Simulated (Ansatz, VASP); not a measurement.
## BeTe2: VASP beside Ansatz

```
Be Te
1.0
     3.89032    0.00000    0.00000
    -1.94516    3.36912    0.00000
     0.00000    0.00000    5.26294
Be Te
1 2
Cartesian
  0.0000 0.0000 0.0000
  1.9452 1.1230 3.8787
  0.0000 2.2461 1.3842
```

Alike in both runs: functional PBE; k mesh 6 × 6 × 4; occupations gaussian, width 0.2 eV; no spin polarisation.

Ansatz relaxed the structure, and its values are those at the end. VASP's run is a single point on that final structure, the one shown.

|  | VASP | Ansatz |
| --- | --- | --- |
| version | VASP 6.6.1 | Ansatz 0.2.0 |
| potentials or method | VASP PAW PBE potentials, release 64 (Be, Te), cutoff 600 eV | scalar-relativistic, plane waves, PAW |
| valence electrons in the cell | 14 | 34 |

```csv
,VASP,Ansatz,Ansatz less VASP
gap on the k mesh at the Fermi level (eV),none,none,-
pressure (GPa),-0.1,-0.1,-0.01
rms of the force components (eV/Å),0.000,0.004,+0.0034
```

A gap of «none» marks a metal or a gap that the smearing closes. VASP's potentials hold 14 valence electrons a cell and Ansatz's 34, so a difference there can come from the potentials and not from the codes.

Spin-orbit coupling is off throughout.
